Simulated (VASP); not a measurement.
# InGa3P4 (P-43m) in VASP: notebook

InGa3P4 is run at these levels: PBE; tasks: single point, relaxation of cell and atoms.

Program: VASP 6.6.1. These are calculated values, not measurements. Logs are shortened: lines on timing, memory, paths and dates and some standing lists are left out, and cuts for length are marked.

### 1 The cell of the first run

The structure is cubic, space group P-43m (No. 215). The conventional cell has a = 5.443 Å, b = 5.443 Å, c = 5.443 Å, α = 90.00°, β = 90.00°, γ = 90.00°. Within 3.1 Å of In (site symmetry -43m) lie 4 P at 2.36 Å. Ga (site symmetry -42m) has 4 P at 2.36 Å within 3.1 Å. P (site symmetry 3m) has 1 In at 2.36 Å and 3 Ga at 2.36 Å within 3.1 Å.

### 2 Single point, PBE

Input file INCAR:

```
PREC = Accurate
ENCUT = 520
EDIFF = 1E-6
ISMEAR = 0
SIGMA = 0.1
LREAL = False
LASPH = True
NELM = 100
ALGO = Normal
ISIF = 2
LWAVE = False
LCHARG = False
GGA = PE
NBANDS = 46
```

Input file KPOINTS:

```
Automatic mesh
0
Gamma
  4 4 4
```

Input file POSCAR:

```
InGa3P4
1.0
    5.4433704600      0.0000000000      0.0000000000
    0.0000000000      5.4433704600      0.0000000000
    0.0000000000      0.0000000000      5.4433704600
In Ga P
1 3 4
Direct
    0.5000000000      0.5000000000      0.5000000000
    0.0000000000      0.0000000000      0.5000000000
    0.0000000000      0.5000000000      0.0000000000
    0.5000000000      0.0000000000      0.0000000000
    0.7500000000      0.7500000000      0.7500000000
    0.7500000000      0.2500000000      0.2500000000
    0.2500000000      0.7500000000      0.2500000000
    0.2500000000      0.2500000000      0.7500000000
```

Potentials or basis: VASP PAW PBE potentials, release 64 (In_d, Ga_d, P).

Started as:

```
> cat potpaw_PBE.64/In_d/POTCAR potpaw_PBE.64/Ga_d/POTCAR potpaw_PBE.64/P/POTCAR > POTCAR
> mpirun -np 1 vasp_std > vasp.out
```

OUTCAR:

```text
PREC = Accurate
   ENCUT = 520
   EDIFF = 1E-6
   ISMEAR = 0
   LREAL = False
   LASPH = True
   NELM = 100
   ISIF = 2
   GGA = PE

 ion  position               nearest neighbor table
   1  0.500  0.500  0.500-   5 2.36   6 2.36   7 2.36   8 2.36
   2  0.000  0.000  0.500-   5 2.36   6 2.36   7 2.36   8 2.36
   3  0.000  0.500  0.000-   5 2.36   6 2.36   7 2.36   8 2.36
   4  0.500  0.000  0.000-   5 2.36   6 2.36   7 2.36   8 2.36
   5  0.750  0.750  0.750-   1 2.36   2 2.36   3 2.36   4 2.36
   6  0.750  0.250  0.250-   1 2.36   2 2.36   3 2.36   4 2.36
   7  0.250  0.750  0.250-   1 2.36   2 2.36   3 2.36   4 2.36
   8  0.250  0.250  0.750-   1 2.36   2 2.36   3 2.36   4 2.36

  LATTYP: Found a simple cubic cell.
 ALAT       =     5.4433704600

  Lattice vectors:

 A1 = (   5.4433704600,   0.0000000000,   0.0000000000)
 A2 = (   0.0000000000,   5.4433704600,   0.0000000000)
 A3 = (   0.0000000000,   0.0000000000,   5.4433704600)

Analysis of symmetry for initial positions (statically):
=====================================================================
 Subroutine PRICEL returns:
 Original cell was already a primitive cell.

 Routine SETGRP: Setting up the symmetry group for a
 simple cubic supercell.

 Subroutine GETGRP returns: Found 24 space group operations
 (whereof 24 operations were pure point group operations)
 out of a pool of 48 trial point group operations.

The static configuration has the point symmetry T_d .

Analysis of symmetry for dynamics (positions and initial velocities):
=====================================================================
 Subroutine PRICEL returns:
 Original cell was already a primitive cell.

 Routine SETGRP: Setting up the symmetry group for a
 simple cubic supercell.

 Subroutine GETGRP returns: Found 24 space group operations
 (whereof 24 operations were pure point group operations)
 out of a pool of 48 trial point group operations.

The dynamic configuration has the point symmetry T_d .

 Subroutine INISYM returns: Found 24 space group operations
 (whereof 24 operations are pure point group operations),
 and found     1 'primitive' translations

----------------------------------------------------------------------------------------

                                     Primitive cell

  volume of cell :     161.2886

  direct lattice vectors                    reciprocal lattice vectors
     5.443370460  0.000000000  0.000000000     0.183709708  0.000000000  0.000000000
     0.000000000  5.443370460  0.000000000     0.000000000  0.183709708  0.000000000
     0.000000000  0.000000000  5.443370460     0.000000000  0.000000000  0.183709708

  length of vectors
     5.443370460  5.443370460  5.443370460     0.183709708  0.183709708  0.183709708

  position of ions in fractional coordinates (direct lattice)
     0.500000000  0.500000000  0.500000000
     0.000000000  0.000000000  0.500000000
     0.000000000  0.500000000  0.000000000
     0.500000000  0.000000000  0.000000000
     0.750000000  0.750000000  0.750000000
     0.750000000  0.250000000  0.250000000
     0.250000000  0.750000000  0.250000000
     0.250000000  0.250000000  0.750000000

  ion indices of the primitive-cell ions
   primitive index   ion index
                 1           1
                 2           2
                 3           3
                 4           4
                 5           5
                 6           6
                 7           7
                 8           8

----------------------------------------------------------------------------------------

 KPOINTS: Automatic mesh

Automatic generation of k-mesh.
 Grid dimensions read from file:
 generate k-points for:    4    4    4

 Generating k-lattice:

  Cartesian coordinates                     Fractional coordinates (reciprocal lattice)
     0.045927427  0.000000000  0.000000000     0.250000000  0.000000000  0.000000000
     0.000000000  0.045927427  0.000000000     0.000000000  0.250000000  0.000000000
     0.000000000  0.000000000  0.045927427     0.000000000  0.000000000  0.250000000

  Length of vectors
     0.045927427  0.045927427  0.045927427

  Shift w.r.t. Gamma in fractional coordinates (k-lattice)
     0.000000000  0.000000000  0.000000000

 Subroutine IBZKPT returns following result:
 ===========================================

 Found     10 irreducible k-points:

 Following reciprocal coordinates:
            Coordinates               Weight
  0.000000  0.000000  0.000000      1.000000
  0.250000  0.000000  0.000000      6.000000
  0.500000  0.000000  0.000000      3.000000
  0.250000  0.250000  0.000000     12.000000
  0.500000  0.250000  0.000000     12.000000
  0.500000  0.500000  0.000000      3.000000
  0.250000  0.250000  0.250000      8.000000
  0.500000  0.250000  0.250000     12.000000
  0.500000  0.500000  0.250000      6.000000
  0.500000  0.500000  0.500000      1.000000
[... 28 lines left out ...]
   PSTRESS=    0.0 pullay stress
   NELECT =      72.0000    total number of electrons
   NUPDOWN=      -1.0000    fix difference up-down
   EMIN   =  10.00;   EMAX   =-10.00  energy-range for DOS
   EFERMI =   0.00;   METHOD = LEGACY
   ISMEAR =     0;   SIGMA  =   0.10  broadening in eV -4-tet -1-fermi 0-gaus
   EFERMI_NEDOS =   21; number of points for ismear=-14 and -15
   IALGO  =     38    algorithm
   IMIX   =      4    mixing-type and parameters
     AMIX     =   0.40;   BMIX     =  1.00
     AMIX_MAG =   1.60;   BMIX_MAG =  1.00
  volume/ion in A,a.u.               =      20.16       136.05
  Fermi-wavevector in a.u.,A,eV,Ry     =   1.251174  2.364376 21.299061  1.565437
  Thomas-Fermi vector in A             =   2.385134
   LORBIT       =      0    0 simple, 1 ext, 2 COOP (PROOUT), +10 PAW based schemes
   GGA     = PE    functional components
   LHFCALC =     F    Hartree Fock is set to
   AEXX    =    0.0000 exact exchange contribution
   IVDW    =     0    specifies the selected vdW correction
   LEPSILON=     F    determine dielectric tensor
   LRPA    =     F    only Hartree local field effects (RPA)
 non-spin polarized calculation
 Gauss-broadening in eV      SIGMA  =   0.10
  energy-cutoff  :      520.00
  volume of cell :      161.29
 maximum number of plane-waves:      4385
   NGX = 21   NGY = 21   NGZ = 21

 number of electron      72.0000069 magnetization

 Free energy of the ion-electron system (eV)
  ---------------------------------------------------
  ext. energy  EPLUGINS =         0.00000000
  ---------------------------------------------------
  free energy    TOTEN  =       -34.84591876 eV

  energy without entropy =      -34.84591876  energy(sigma->0) =      -34.84591876

 E-fermi :   5.9588     XC(G=0):  -9.9662

 val. band max:        5.5179075933   @ k =   0.0000   0.0000   0.0000
 cond. band min:       7.0608379041   @ k =   0.5000   0.5000   0.5000
 fundamental gap:      1.5429303108
 Fermi energy:         5.9588374021

 k-point     1 :       0.0000    0.0000    0.0000
  band No.  band energies     occupation
      1      -9.2932      2.00000
      2      -9.2932      2.00000
      3      -9.2932      2.00000
      4      -9.1367      2.00000
      5      -9.1367      2.00000
      6      -9.1367      2.00000
[... 38 lines left out ...]
     45       9.4054      0.00000
     46       9.4054      0.00000

 k-point     2 :       0.2500    0.0000    0.0000
  band No.  band energies     occupation
      1      -9.2805      2.00000
      2      -9.2805      2.00000
      3      -9.2757      2.00000
      4      -9.1639      2.00000
      5      -9.1268      2.00000
      6      -9.1268      2.00000
[... 38 lines left out ...]
     45      10.3656      0.00000
     46      10.3656      0.00000

 k-point     3 :       0.5000    0.0000    0.0000
  band No.  band energies     occupation
      1      -9.2657      2.00000
      2      -9.2657      2.00000
      3      -9.2409      2.00000
      4      -9.2083      2.00000
      5      -9.1097      2.00000
      6      -9.1097      2.00000
[... 332 lines left out ...]
     45      10.5361      0.00000
     46      10.5801      0.00000

 k-point    10 :       0.5000    0.5000    0.5000
  band No.  band energies     occupation
      1      -9.2490      2.00000
      2      -9.2490      2.00000
      3      -9.2490      2.00000
      4      -9.2319      2.00000
      5      -9.1167      2.00000
      6      -9.1167      2.00000
[... 38 lines left out ...]
     45      10.2098      0.00000
     46      10.3930      0.00000

------------------------ aborting loop because EDIFF is reached ----------------------------------------

  FORCE on cell =-STRESS in cart. coord.  units (eV):
  Direction    XX          YY          ZZ          XY          YZ          ZX
  --------------------------------------------------------------------------------------
  -------------------------------------------------------------------------------------
  Total        9.4678268      9.4678268      9.4678268      0.0000000      0.0000000      0.0000000
  in kB       94.0496561     94.0496561     94.0496561      0.0000000      0.0000000      0.0000000
  external PRESSURE =      94.0496561 kB  Pullay stress =       0.0000000 kB

 VOLUME and BASIS-vectors are now :
 -----------------------------------------------------------------------------
  energy-cutoff  :      520.00
  volume of cell :      161.29
      direct lattice vectors                 reciprocal lattice vectors
     5.443370460  0.000000000  0.000000000     0.183709708  0.000000000  0.000000000
     0.000000000  5.443370460  0.000000000     0.000000000  0.183709708  0.000000000
     0.000000000  0.000000000  5.443370460     0.000000000  0.000000000  0.183709708

 POSITION                                       TOTAL-FORCE (eV/Angst)
 -----------------------------------------------------------------------------------
      2.72169      2.72169      2.72169         0.000000      0.000000      0.000000
      0.00000      0.00000      2.72169         0.000000      0.000000     -0.000000
      0.00000      2.72169      0.00000         0.000000     -0.000000      0.000000
      2.72169      0.00000      0.00000         0.000000      0.000000     -0.000000
      4.08253      4.08253      4.08253         1.098517      1.098517      1.098517
      4.08253      1.36084      1.36084         1.098517     -1.098517     -1.098517
      1.36084      4.08253      1.36084        -1.098517      1.098517     -1.098517
      1.36084      1.36084      4.08253        -1.098517     -1.098517      1.098517
 -----------------------------------------------------------------------------------
    total drift:                               -0.000000      0.000000     -0.000000

  FREE ENERGIE OF THE ION-ELECTRON SYSTEM (eV)
  ---------------------------------------------------
  free  energy   TOTEN  =       -34.8459187637 eV

  energy  without entropy=      -34.8459187637  energy(sigma->0) =      -34.84591876
```

Run time: 31 s. Hardware: 1 thread of Intel Xeon 6975P-C (Granite Rapids), shared host; peak memory 0.27 GiB.

What came out:

| Item | Value |
| --- | --- |
| Free energy | -34.8459 eV |
| Pressure | 9.4 GPa |
| Band gap on the k mesh | 1.54 eV (least direct gap 1.55 eV) |

Levels at points of the mesh, in eV from the valence-band top:
```tsv
k point	band 32	band 33	band 34	band 35	band 36	band 37	band 38	band 39	band 40	band 41
(0.00, 0.00, 0.00)	-2.78	-2.78	0.00	0.00	0.00	1.55	1.55	1.55	1.68	1.71
(0.50, 0.00, 0.00)	-3.58	-1.84	-1.84	-1.70	-1.70	2.11	2.18	3.64	3.73	4.58
(0.50, 0.50, 0.00)	-3.45	-1.35	-1.31	-1.21	-1.21	3.02	3.02	3.19	3.57	5.42
(0.50, 0.50, 0.50)	-1.21	-1.21	-1.05	-1.05	-1.05	1.54	1.54	1.54	2.45	4.55
```

Caveat: the cell stands under pressure; spin-orbit coupling is left out, which moves the levels of the heavy elements. A k mesh can miss the band edges.

### 3 Single point, PBE

This run uses another cell than the first one, of 22.20 Å³/atom.

Input file INCAR:

```
PREC = Accurate
ENCUT = 520
EDIFF = 1E-6
ISMEAR = 0
SIGMA = 0.1
LREAL = F
LASPH = T
NELM = 80
ALGO = Normal
ISIF = 2
LWAVE = F
LCHARG = T
GGA = PE
LELF = T
LVHAR = T
NBANDS = 46
```

KPOINTS is that of step 2.

Input file POSCAR:

```
InGa3P4
1.0
    5.6208979567      0.0000000000      0.0000000000
    0.0000000000      5.6208979567      0.0000000000
    0.0000000000      0.0000000000      5.6208979567
In Ga P
1 3 4
Direct
    0.5000000000      0.5000000000      0.5000000000
    0.0000000000      0.0000000000      0.5000000000
    0.0000000000      0.5000000000      0.0000000000
    0.5000000000      0.0000000000      0.0000000000
    0.7600127525      0.7600127525      0.7600127525
    0.7600127525      0.2399872475      0.2399872475
    0.2399872475      0.7600127525      0.2399872475
    0.2399872475      0.2399872475      0.7600127525
```

Potentials or basis: VASP PAW PBE potentials, release 64 (In_d, Ga_d, P).

Started as:

```
> cat potpaw_PBE.64/In_d/POTCAR potpaw_PBE.64/Ga_d/POTCAR potpaw_PBE.64/P/POTCAR > POTCAR
> mpirun -np 1 vasp_std > vasp.out
```

It took 44 s on 1 thread of Intel Xeon 6975P-C (Granite Rapids), shared host; peak memory 0.28 GiB.

Results (log left out):

```
Free energy            : -35.6082 eV
Pressure               : 0.0 GPa
Largest force          : 0.006 eV/Å
Band gap on the k mesh : 1.04 eV
```

Forces on the atoms (eV/Å):
```
In   0.000  0.000  0.000
Ga   0.000  0.000  0.000
Ga   0.000  0.000  0.000
Ga   0.000  0.000  0.000
P   -0.003 -0.003 -0.003
P   -0.003  0.003  0.003
P    0.003 -0.003  0.003
P    0.003  0.003 -0.003
```

Levels at points of the mesh, in eV from the valence-band top:
```tsv
k point	band 33	band 34	band 35	band 36	band 37	band 38	band 39	band 40
(0.00, 0.00, 0.00)	-2.41	0.00	0.00	0.00	1.04	1.76	1.76	1.76
(0.50, 0.00, 0.00)	-1.70	-1.70	-1.32	-1.32	2.23	2.27	3.35	3.60
(0.50, 0.50, 0.00)	-1.43	-1.10	-0.92	-0.92	2.75	2.75	3.30	3.33
(0.50, 0.50, 0.50)	-1.13	-0.75	-0.75	-0.75	1.35	1.35	1.35	1.90
```

Caveat: spin-orbit coupling is left out, which moves the levels of the heavy elements. A k mesh can miss the band edges.

### 4 Single point, PBE

This run uses another cell than the first one, of 22.20 Å³/atom.

Input file INCAR:

```
PREC = Accurate
ENCUT = 520
EDIFF = 1E-7
ISMEAR = 0
SIGMA = 0.02
LREAL = F
LASPH = T
NELM = 80
ALGO = Normal
ISIF = 2
LWAVE = F
LCHARG = F
GGA = PE
NBANDS = 46
```

Input file KPOINTS:

```
Automatic mesh
0
Gamma
  6 6 6
```

POSCAR is that of step 3.

Started as:

```
> cat potpaw_PBE.64/In_d/POTCAR potpaw_PBE.64/Ga_d/POTCAR potpaw_PBE.64/P/POTCAR > POTCAR
> mpirun -np 1 vasp_std > vasp.out
```

It took 82 s on 1 thread of Intel Xeon 6975P-C (Granite Rapids), shared host; peak memory 0.33 GiB.

Results (log left out):

```yaml
Free_energy: -35.6198 eV
Pressure: 0.0 GPa
Largest_force: 0.006 eV/Å
Band_gap_on_the_k_mesh: 1.04 eV
```

Forces on the atoms (eV/Å):
```
In   0.000  0.000  0.000
Ga   0.000  0.000  0.000
Ga   0.000  0.000  0.000
Ga   0.000  0.000  0.000
P   -0.004 -0.004 -0.004
P   -0.004  0.004  0.004
P    0.004 -0.004  0.004
P    0.004  0.004 -0.004
```

Levels at points of the mesh, in eV from the valence-band top:
| k point | band 32 | band 33 | band 34 | band 35 | band 36 | band 37 | band 38 | band 39 | band 40 | band 41 |
| --- | --- | --- | --- | --- | --- | --- | --- | --- | --- | --- |
| (0.00, 0.00, 0.00) | -2.41 | -2.41 | 0.00 | 0.00 | 0.00 | 1.04 | 1.77 | 1.77 | 1.77 | 1.91 |
| (0.50, 0.00, 0.00) | -3.15 | -1.70 | -1.70 | -1.32 | -1.32 | 2.23 | 2.27 | 3.36 | 3.60 | 4.53 |
| (0.50, 0.50, 0.00) | -3.03 | -1.43 | -1.10 | -0.92 | -0.92 | 2.75 | 2.75 | 3.30 | 3.33 | 5.04 |
| (0.50, 0.50, 0.50) | -1.13 | -1.13 | -0.75 | -0.75 | -0.75 | 1.35 | 1.35 | 1.35 | 1.90 | 4.50 |

Caveat: spin-orbit coupling is left out, which moves the levels of the heavy elements.

### 5 Relaxation of cell and atoms, PBE

Input file INCAR:

```
  PREC = Accurate
  ENCUT = 600
  EDIFF = 1E-7
  ISMEAR = 0
  SIGMA = 0.1
  LREAL = False
  LASPH = True
  NELM = 80
  ALGO = Normal
  ISIF = 3
  LWAVE = False
  LCHARG = False
  GGA = PE
  IBRION = 2
  NSW = 90
  EDIFFG = -0.04
```

Input file KPOINTS:

```
Automatic mesh
0
Gamma
  4 4 4
```

Input file POSCAR:

```
InGa3P4
1.0
    5.4433704600      0.0000000000      0.0000000000
    0.0000000000      5.4433704600      0.0000000000
    0.0000000000      0.0000000000      5.4433704600
In Ga P
1 3 4
Direct
    0.5000000000      0.5000000000      0.5000000000
    0.0000000000      0.0000000000      0.5000000000
    0.0000000000      0.5000000000      0.0000000000
    0.5000000000      0.0000000000      0.0000000000
    0.7500000000      0.7500000000      0.7500000000
    0.7500000000      0.2500000000      0.2500000000
    0.2500000000      0.7500000000      0.2500000000
    0.2500000000      0.2500000000      0.7500000000
```

Started as:

```
> cat potpaw_PBE.64/In_d/POTCAR potpaw_PBE.64/Ga_d/POTCAR potpaw_PBE.64/P/POTCAR > POTCAR
> mpirun -np 1 vasp_std > vasp.out
```

It took 5.1 min on 1 thread of Intel Xeon 6975P-C (Granite Rapids), shared host; peak memory 0.37 GiB.

The run converged. Its results:

```
Free energy                           : -35.6054 eV
Relaxed volume                        : 22.21 Å³/atom
Relaxed cell                          : a = 5.622 Å, b = 5.622 Å, c = 5.622 Å, α = 90.00°, β = 90.00°, γ = 90.00°
Space group after relaxing (to 0.1 Å) : P-43m (No. 215)
Energy gained by relaxing             : 94.9 meV/atom
Ionic steps                           : 7
Pressure after relaxing               : -0.1 GPa
Band gap on the k mesh                : 1.04 eV
```

Step by step:
| step | energy change (eV) | largest force (eV/Å) | pressure (GPa) | volume (Å³) |
| --- | --- | --- | --- | --- |
| 1 | 0.0000 | 1.9023 | 9.57 | 161.29 |
| 2 | -0.5581 | 0.0364 | -4.44 | 191.06 |
| 3 | -0.7212 | 0.4482 | -0.92 | 180.28 |
| 4 | -0.7211 | 0.4694 | -0.77 | 179.88 |
| 5 | -0.7552 | 0.1747 | -0.03 | 177.71 |
| 6 | -0.7586 | 0.0443 | 0.31 | 176.75 |
| 7 | -0.7595 | 0.0138 | -0.09 | 177.70 |

Final structure:
```yaml
crystal:
  lattice:
    - [5.62206, 0.00000, 0.00000]
    - [0.00000, 5.62206, 0.00000]
    - [0.00000, 0.00000, 5.62206]
  atoms:
    - { symbol: In, position: [0.50000, 0.50000, 0.50000] }
    - { symbol: Ga, position: [0.00000, 0.00000, 0.50000] }
    - { symbol: Ga, position: [0.00000, 0.50000, 0.00000] }
    - { symbol: Ga, position: [0.50000, 0.00000, 0.00000] }
    - { symbol: P, position: [0.76007, 0.76007, 0.76007] }
    - { symbol: P, position: [0.76007, 0.23993, 0.23993] }
    - { symbol: P, position: [0.23993, 0.76007, 0.23993] }
    - { symbol: P, position: [0.23993, 0.23993, 0.76007] }
```

Levels at points of the mesh, in eV from the valence-band top:
```tsv
k point	band 33	band 34	band 35	band 36	band 37	band 38	band 39	band 40
(0.00, 0.00, 0.00)	-2.41	0.00	0.00	0.00	1.04	1.77	1.77	1.77
(0.50, 0.00, 0.00)	-1.70	-1.70	-1.32	-1.32	2.23	2.27	3.35	3.59
(0.50, 0.50, 0.00)	-1.43	-1.10	-0.92	-0.92	2.74	2.74	3.30	3.33
(0.50, 0.50, 0.50)	-1.13	-0.75	-0.75	-0.75	1.35	1.35	1.35	1.90
```

Caveat: spin-orbit coupling is left out, which moves the levels of the heavy elements. A k mesh can miss the band edges.

### 6 The runs side by side

| task | cell | k mesh | cutoff (eV) | smearing | gap on the mesh (eV) | pressure (GPa) | largest force (eV/Å) |
| --- | --- | --- | --- | --- | --- | --- | --- |
| single point | a = 5.443 Å, 8 atoms, atomic positions A | 4 × 4 × 4 | 520 | gaussian 0.1 eV | 1.54 | 9.4 | - |
| single point | a = 5.621 Å, 8 atoms, atomic positions B | 4 × 4 × 4 | 520 | gaussian 0.1 eV | 1.04 | 0.0 | 0.01 |
| single point | a = 5.621 Å, 8 atoms, atomic positions B | 6 × 6 × 6 | 520 | gaussian 0.02 eV | 1.04 | 0.0 | 0.01 |
| relaxation of cell and atoms | relaxed from a = 5.443 Å, 8 atoms, atomic positions A | 4 × 4 × 4 | 600 | gaussian 0.1 eV | 1.04 | -0.1 | - |

Alike in all rows: level PBE; potentials or basis VASP PAW PBE potentials, release 64 (In_d, Ga_d, P); no spin polarisation.

Caveats: spin-orbit coupling is left out, which moves the levels of the heavy elements; the cell stands under pressure (at least some runs).

Total energies depend on the potentials used, so only differences within one code and one set of settings carry meaning.
